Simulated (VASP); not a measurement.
Set up this calculation in VASP 6.6.1, as the native input.

```yaml
Task: single point
Functional: PBE
Potentials_or_basis: VASP PAW PBE potentials, release 64 (Ga_d, Sb)
Cutoff: 520 eV
k_mesh: 16 × 16 × 16
Occupations: gaussian, width 0.15 eV
Spin: no spin polarisation
Dipole_correction: no
Further_INCAR_settings: ALGO = Normal; EDIFF = 1e-06; NBANDS = 16
```

The structure of GaSb lies in POSCAR:

```
GaSb
1.0
    0.0000000000      3.1069206317      2.9515746001
    3.1069206317      0.0000000000      2.9515746001
    3.1069206317      3.1069206317      0.0000000000
Ga Sb
1 1
Direct
    0.0000000000      0.0000000000      0.0000000000
    0.7500000000      0.7500000000      0.7500000000
```

This cell differs from its parent crystal: strain +0.000 along x and y, -0.050 along z.

These files were run (other wordings do the same):

INCAR

```
SYSTEM = GaSb
  ALGO = Normal
  EDIFF = 1E-6
  ENCUT = 520
  GGA = PE
  ISIF = 2
  ISMEAR = 0
  LASPH = .TRUE.
  LCHARG = .FALSE.
  LREAL = .FALSE.
  LWAVE = .FALSE.
  NBANDS = 16
  NELM = 100
  PREC = Accurate
  SIGMA = 0.15
```

KPOINTS

```
k-points
0
G
  16 16 16
  0 0 0
```

Potentials or basis: VASP PAW PBE potentials, release 64 (Ga_d, Sb).

Launch:

```sh
$ cat potpaw_PBE.64/Ga_d/POTCAR potpaw_PBE.64/Sb/POTCAR > POTCAR
$ mpirun -np 1 vasp_std > vasp.out
```

It gave:

```yaml
Pressure: 2.6 GPa
```

Caveat: the cell differs from its parent crystal (strain +0.000 along x and y, -0.050 along z).

Wall time 90 s on 1 thread of Intel(R) Xeon(R) 6975P-C (Granite Rapids) (shared host), peak memory 0.45 GiB.
